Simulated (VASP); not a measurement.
Crystal: CsEu.

```xyz
2
Lattice="4.4644 0.0000 0.0000 -2.2322 3.8663 0.0000 0.0000 0.0000 8.0086" Properties=species:S:1:pos:R:3 pbc="T T T"
Eu    2.2322    1.2888    0.0000
Cs    0.0000    0.0000    4.0043
```

Base run:

| Property | Result |
| --- | --- |
| Program | VASP 6.6.1 |
| Functional | PBE |
| Potentials or basis | VASP PAW PBE potentials, release 64 (Eu, Cs_sv) |
| Cutoff | 520 eV |
| k mesh | 6 × 6 × 3 |
| Occupations | fermi-dirac, width 0.05 eV |
| Spin | collinear spin, ferromagnetic start |
| Starting moments | [7.0, 0.0] μB |
| Fixed moment | 7 μB |

Its results: pressure -0.1 GPa; site moments Eu +6.71; Cs -0.01 μB.

Problem. The run is repeated on the same cell with these changes: fixed moment from 7 μB to 10.5 μB; moments at the start from [7.0, 0.0] to [10.5, 0.0]. What comes out?

Solution. Pressure -1.0 GPa; site moments Eu +6.99; Cs +0.36 μB.

Caveats: the total moment is fixed, so each spin has its own Fermi level and the state may be an excited one.
